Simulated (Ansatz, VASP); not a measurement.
## GaC2 in VASP and in Ansatz

```xyz
6
Lattice="4.1156 0.0000 0.0000 0.0000 5.0160 0.0000 0.0000 0.0000 3.2644" Properties=species:S:1:pos:R:3 pbc="T T T"
Ga    0.0000    0.0000    0.0000
Ga    2.0578    2.5080    1.6322
C     0.4568    2.0492    0.0000
C     3.6588    2.9668    0.0000
C     2.5147    0.4588    1.6322
C     1.6010    4.5572    1.6322
```

Alike in both runs: functional PBE; k mesh 4 × 4 × 6; occupations gaussian, width 0.1 eV; no spin polarisation.

Ansatz relaxed the structure, and its values are those at the end. VASP's run is a single point on that final structure, the one shown.

```csv
,VASP,Ansatz
version,VASP 6.6.1,Ansatz 0.2.0
potentials or method,"VASP PAW PBE potentials, release 64 (Ga_d, C), cutoff 520 eV","scalar-relativistic, plane waves, PAW"
valence electrons in the cell,42,42
```

Ansatz gave:

* gap on the k mesh at the Fermi level (eV): none
* pressure (GPa): 0.0
* rms of the force components (eV/Å): 0.001

Task: What did VASP give for the same quantities?

Result: gap on the k mesh at the Fermi level (eV): none; pressure (GPa): 0.4; rms of the force components (eV/Å): 0.040.

A gap of «none» marks a metal or a gap that the smearing closes.

The k mesh is coarse, so the values compare programs but aren't converged.
